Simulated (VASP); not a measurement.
Here is a VASP 6.6.1 calculation.

File INCAR:

```
PREC     = Accurate       # precision mode
ENCUT    = 520            # plane-wave cutoff, eV
EDIFF    = 1E-6           # SCF threshold, eV
ISMEAR   = -1             # smearing method
SIGMA    = 0.05           # smearing width, eV
LREAL    = False          # projectors in reciprocal space
LASPH    = True           # aspherical terms in the spheres
NELM     = 80             # most SCF steps
ALGO     = Normal         # electronic algorithm
ISIF     = 2              # what is computed and relaxed
LWAVE    = False          # write WAVECAR
LCHARG   = False          # write CHGCAR
GGA      = B5             # functional
ALDAX    = 1.0          
AGGAX    = 1.0          
AGGAC    = 1.0          
ALDAC    = 0.0          
IVDW     = 13             # dispersion correction
VDW_S6   = 1.0          
VDW_S8   = 2.34076671   
VDW_A1   = 0.44488865   
VDW_A2   = 4.0933009    
NBANDS   = 19             # bands
```

KPOINTS

```
Automatic mesh
0
Gamma
  8 8 4
```

POSCAR

```
TiTe2
1.0
    3.8144510370      0.0000000000      0.0000000000
   -1.9072255185      3.3034114995      0.0000000000
    0.0000000000      0.0000000000      6.4552984873
Te Ti
2 1
Direct
    0.3333333333      0.6666666667      0.7377461984
    0.6666666667      0.3333333333      0.2622538016
    0.0000000000      0.0000000000      0.0000000000
```

Potentials or basis: VASP PAW PBE potentials, release 64 (Te, Ti_sv).

The run is started by

```console
$ cat potpaw_PBE.64/Te/POTCAR potpaw_PBE.64/Ti_sv/POTCAR > POTCAR
$ mpirun -np 1 vasp_std > vasp.out
```

What does it give for the largest force?

0.040 eV/Å.

Predict the pressure.

0.2 GPa.

What does it give for the band gap on the k mesh?

Zero (band 12 reaches 7.51 eV, above the bottom of band 13 at 6.91 eV).

Forces on the atoms (eV/Å):
```
Te   0.000  0.000 -0.040
Te   0.000  0.000  0.040
Ti   0.000  0.000  0.000
```

Caveat: the PAW data sets were made with another functional, which shifts forces and pressure a little; spin-orbit coupling is left out, which moves the levels of the heavy elements.
